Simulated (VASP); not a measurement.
Here is a VASP 6.6.1 calculation.

POSCAR

```
Pd
1.0
    1.4626119918      0.8444394272      7.0687119811
   -1.4626119918      0.8444394272      7.0687119811
    0.0000000000     -1.6888788544      7.0687119811
Pd
3
Direct
    0.0000000000      0.0000000000      0.0000000000
    0.2222200000      0.2222200000      0.2222200000
    0.7777800000      0.7777800000      0.7777800000
```

File INCAR.step1:

```
SYSTEM = Pd
  PREC = Accurate
  ENCUT = 520
  ISMEAR = 0
  SIGMA = 0.1
  LREAL = .False.
  LASPH = .True.
  NELM = 100
  NBANDS = 22
  GGA = PE
  ALGO = Normal
  EDIFF = 1E-4
  LWAVE = .True.
  LCHARG = .False.
```

File INCAR.step2:

```
SYSTEM = Pd
  PREC = Accurate
  ENCUT = 520
  EDIFF = 1E-6
  ISMEAR = 0
  SIGMA = 0.1
  LREAL = .False.
  LASPH = .True.
  NELM = 100
  ALGO = Normal
  ISIF = 2
  LWAVE = .False.
  LCHARG = .True.
  METAGGA = R2SCAN
  LMIXTAU = .True.
  LELF = .True.
  LVHAR = .True.
  NBANDS = 22
  ISTART = 1
```

Contents of KPOINTS:

```
Automatic mesh
0
Gamma
  9 9 9
  0 0 0
```

Potentials or basis: VASP PAW PBE potentials, release 64 (Pd).

The run is started by

```console
$ cat potpaw_PBE.64/Pd/POTCAR > POTCAR
$ cp INCAR.step1 INCAR
$ mpirun -np 1 vasp_std > vasp.out
$ cp INCAR.step2 INCAR
$ mpirun -np 1 vasp_std > vasp.out
```

Question: What does it give for the band gap on the k mesh?

Answer: Zero (band 15 reaches 7.14 eV, above the bottom of band 16 at 6.25 eV).

Question: Predict the largest force.

Answer: 0.059 eV/Å.

Stress tensor (GPa, compression positive):
```
-18.75   0.00   0.00
  0.00 -18.75   0.00
  0.00   0.00 -17.31
```

Caveat: the PAW data sets were made with another functional, which shifts forces and pressure a little.
